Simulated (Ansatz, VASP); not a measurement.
**Ir in VASP and in Ansatz**

```
Ir
1.0
     2.74991    0.00000    0.00000
    -1.37495    2.38149    0.00000
     0.00000    0.00000    4.45714
Ir
2
Direct
  0.33333 0.66667 0.25000
  0.66667 0.33333 0.75000
```

Alike in both runs: functional PBE; k mesh 17 × 17 × 9; occupations fermi-dirac, width 0.05 eV; non-collinear spin, spin-orbit coupling.

Ansatz relaxed the structure, and its values are those at the end. VASP's run is a single point on that final structure, the one shown.

```csv
,VASP,Ansatz
version,VASP 6.6.1,Ansatz 0.2.0
potentials or method,"VASP PAW PBE potentials, release 64 (Ir)","PAW with Ansatz's default frozen-core files, fully relativistic files with spin-orbit coupling"
plane-wave cutoff (eV),500,420
valence electrons in the cell,18,34
```

|  | VASP | Ansatz | Ansatz less VASP |
| --- | --- | --- | --- |
| pressure (GPa) | 0.8 | 0.0 | -0.85 |
| net moment per atom (μB) | 0.00 | 0.00 | 0.000 |

VASP's potentials hold 18 valence electrons a cell and Ansatz's 34, so a difference there can come from the potentials and not from the codes.
